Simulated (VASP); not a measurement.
Write the native input for VASP 6.6.1 that does the following.

| Property | Result |
| --- | --- |
| Task | single point |
| Functional | PBE |
| Potentials or basis | VASP PAW PBE potentials, release 64 (C) |
| Cutoff | 520 eV |
| k mesh | 18 × 18 × 6 |
| Occupations | gaussian, width 0.15 eV |
| Spin | no spin polarisation |
| Dipole correction | no |
| Further INCAR settings | ALGO = Normal; EDIFF = 1e-06; NBANDS = 16 |

The structure of C lies in POSCAR:

```
C
1.0
    2.2938665104      0.0000000000      0.0000000000
   -1.1469332552      2.1360716891      0.0000000000
    0.0000000000      0.0000000000      8.5653080463
C
4
Direct
   -0.1731148902      0.0000000000      0.0025000000
    0.1731148902      0.0000000000      0.5025000000
    0.1602151513      0.6666666667      0.0025000000
    0.8397848487      0.3333333333      0.5025000000
```

This cell differs from its parent crystal: mode 4 frozen in at -0.427 Å, normal strain along x -0.0700.

The input as run:

INCAR

```
  ALGO = Normal
  EDIFF = 1E-6
  ENCUT = 520
  GGA = PE
  ISIF = 2
  ISMEAR = 0
  LASPH = T
  LCHARG = F
  LREAL = F
  LWAVE = F
  NBANDS = 16
  NELM = 80
  PREC = Accurate
  SIGMA = 0.15
```

KPOINTS

```
k-points
0
Gamma
  18 18 6
```

Potentials or basis: VASP PAW PBE potentials, release 64 (C).

Run with:

```bash
$ cat potpaw_PBE.64/C/POTCAR > POTCAR
$ mpirun -np 1 vasp_std > vasp.out
```

It gave:

The pressure is 28.9 GPa and the largest force is 1.382 eV/Å. The band gap on the k mesh is 0.84 eV, indirect (least direct gap 0.86 eV).

Caveat: the cell differs from its parent crystal (mode 4 frozen in at -0.427 Å, normal strain along x -0.0700); this functional lacks dispersion, which binds the layers, so the pressure and a relaxed spacing across them are unreliable; forces of over 1 eV/Å act on the atoms, so gaps and moduli don't describe the material at rest.

Wall time 4.2 min on 1 thread of Intel Xeon 6975P-C, on a shared host, peak memory 0.4 GiB.
